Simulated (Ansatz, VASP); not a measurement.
# AlN in VASP and in Ansatz

Contents of INCAR:

```
SYSTEM = AlN
PREC = Accurate
ENCUT = 520
EDIFF = 1E-7
ISMEAR = 0
SIGMA = 0.05
LREAL = .False.
LASPH = .True.
NELM = 80
ALGO = Normal
ISIF = 2
LWAVE = .False.
LCHARG = .False.
GGA = PE
NBANDS = 16
```

Contents of KPOINTS:

```
regular mesh
0
Gamma
  12 12 6
  0 0 0
```

File POSCAR:

```
AlN
1.0
    3.1302395627      0.0000000000      0.0000000000
   -1.5651197814      2.7108669813      0.0000000000
    0.0000000000      0.0000000000      5.0179796546
Al N
2 2
Direct
    0.1895743683      0.6666666667      0.0017287175
    0.6666666667      0.3333333333      0.5017287175
    0.3333333333      0.6666666667      0.3832712825
    0.6666666667      0.3333333333      0.8832712825
```

Input for Ansatz:

```yaml
crystal:
  lattice:
    - [3.1302395627, 0.0, 0.0]
    - [-1.5651197814, 2.7108669813, 0.0]
    - [0.0, 0.0, 5.0179796546]
  atoms:
    - { symbol: Al, position: [0.1895743683, 0.6666666667, 0.0017287175] }
    - { symbol: Al, position: [0.6666666667, 0.3333333333, 0.5017287175] }
    - { symbol: "N", position: [0.3333333333, 0.6666666667, 0.3832712825] }
    - { symbol: "N", position: [0.6666666667, 0.3333333333, 0.8832712825] }
basis:
  ecutwfc: 420
kpoints:
  mp_grid: { grid: [12, 12, 6] }
hamiltonian:
  xc: pbe
scf:
  occupations: { method: gaussian, width: 0.05 }
output:
  forces: true
  stress: true
  eigenvalues: true
```

Alike in both runs: task single point; functional PBE; k mesh 12 × 12 × 6; occupations gaussian, width 0.05 eV; no spin polarisation.

```csv
,VASP,Ansatz
version,VASP 6.6.1,Ansatz 0.2.0
potentials or method,"VASP PAW PBE potentials, release 64 (Al, N), cutoff 520 eV","scalar-relativistic, plane waves, PAW"
valence electrons in the cell,16,16
```

|  | VASP | Ansatz | Ansatz less VASP |
| --- | --- | --- | --- |
| gap on the k mesh at the Fermi level (eV) | 3.41 | 3.40 | -0.005 |
| least direct gap on the mesh (eV) | 3.41 | 3.40 | -0.005 |
| pressure (GPa) | 13.7 | 13.8 | +0.09 |
| traceless stress, the component that is largest in VASP (GPa) | 21.71 | 21.53 | -0.176 |
| rms of the force components (eV/Å) | 4.427 | 4.396 | -0.0312 |

Atom by atom the forces differ by 0.032 eV/Å (rms over components).
